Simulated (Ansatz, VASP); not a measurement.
## AlN in VASP and in Ansatz

File POSCAR:

```
AlN
1.0
    3.1065852000      0.0000000000      0.0000000000
   -1.5532926000      2.6903817000      0.0000000000
    0.0000000000      0.0000000000      4.9781423800
Al N
2 2
Direct
    0.3333333300      0.6666666700     -0.0008149200
    0.6666666700      0.3333333300      0.4991850800
    0.3333333300      0.6666666700      0.3808149200
    0.6666666700      0.3333333300      0.8808149200
```

The input INCAR.step1:

```
ALGO = Normal ; EDIFF = 1E-5
ENCUT = 520 ; GGA = PE
ISIF = 2 ; ISMEAR = -1
LASPH = True ; LCHARG = False
LREAL = False ; LWAVE = True
NBANDS = 16 ; NELM = 80
PREC = Accurate ; SIGMA = 0.02
```

INCAR.step2

```
AEXX = 0.25 ; ALGO = Normal
EDIFF = 1E-7 ; ENCUT = 520
GGA = PE ; ISIF = 2
ISMEAR = -1 ; ISTART = 1
LASPH = True ; LCHARG = False
LHFCALC = True ; LREAL = False
LWAVE = False ; NBANDS = 16
NELM = 80 ; PREC = Accurate
PRECFOCK = Normal ; SIGMA = 0.02
```

The input KPOINTS:

```
k-points
0
Gamma
  6 6 4
```

Input for Ansatz:

```yaml
crystal:
  lattice:
    - [3.1065852, 0.0, 0.0]
    - [-1.5532926, 2.6903817, 0.0]
    - [0.0, 0.0, 4.97814238]
  atoms:
    - { symbol: Al, position: [0.33333333, 0.66666667, -0.00081492] }
    - { symbol: Al, position: [0.66666667, 0.33333333, 0.49918508] }
    - { symbol: "N", position: [0.33333333, 0.66666667, 0.38081492] }
    - { symbol: "N", position: [0.66666667, 0.33333333, 0.88081492] }
  symmetry: { tolerance: 0.0003 }
hamiltonian:
  xc: pbe0
  pseudopotentials: { kind: paw, azcp: { folder: soft_1 } }
basis:
  ecutwfc: 420
magnetization:
  spin_polarized: false
scf:
  occupations: { method: fermi_dirac, width: 0.02 }
kpoints:
  mp_grid: { grid: [6, 6, 4], shift: [0, 0, 0] }
output:
  forces: true
  stress: true
  eigenvalues: true
  bader: true
  populations: true
  elf: true
  write_potential: true
  write_density: true
  volumetric_format: npy
  dos:
    e_range: [-12, 8]
    de: 0.05
    projected: { site_lists: { Al: [Al], "N": ["N"] } }
```

Alike in both runs: task single point; functional PBE0; k mesh 6 × 6 × 4; occupations fermi-dirac, width 0.02 eV; no spin polarisation.

|  | VASP | Ansatz |
| --- | --- | --- |
| version | VASP 6.6.1 | Ansatz 0.2.0 |
| potentials or method | VASP PAW PBE potentials, release 64 (Al, N), cutoff 520 eV | PAW plane waves |
| valence electrons in the cell | 16 | 16 |

Ansatz gave:

- gap on the k mesh at the Fermi level (eV): 6.33
- pressure (GPa): -0.7
- traceless stress, the component that is largest in VASP (GPa): -0.18
- rms of the force components (eV/Å): 0.005

**Question.** Which values does VASP return?

**Answer.** gap on the k mesh at the Fermi level (eV): 6.34; pressure (GPa): -0.8; traceless stress, the component that is largest in VASP (GPa): -0.11; rms of the force components (eV/Å): 0.003.

Atom by atom the forces differ by 0.002 eV/Å (rms over components). Ansatz's warnings: stress exchange threshold loose, stress scf threshold loose.
